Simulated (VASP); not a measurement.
CsCl:

```xyz
2
Lattice="4.1368 0.0000 0.0000 0.0000 4.1368 0.0000 0.0000 0.0000 4.1368" Properties=species:S:1:pos:R:3 pbc="T T T"
Cs    0.0000    0.0000    0.0000
Cl    2.0684    2.0684    2.0684
```

Base run:

| Item | Value |
| --- | --- |
| Program | VASP 6.6.1 |
| Functional | r2SCAN |
| Potentials or basis | VASP PAW PBE potentials, release 64 (Cs_sv, Cl) |
| Cutoff | 550 eV |
| k mesh | 4 × 4 × 4 |
| Occupations | gaussian, width 0.01 eV |
| Spin | no spin polarisation |

Its results: band gap on the k mesh 5.91 eV; pressure 0.1 GPa.

Task: The run is repeated on the same cell with these changes: functional from r2SCAN to HSE06; cutoff from 550 eV to 400 eV. What comes out?

Result: Band gap on the k mesh 6.53 eV; pressure 0.5 GPa.

Caveats: the PAW data sets were made with another functional, which shifts forces and pressure a little; spin-orbit coupling is left out, which moves the levels of the heavy elements.

A k mesh can miss the band edges.
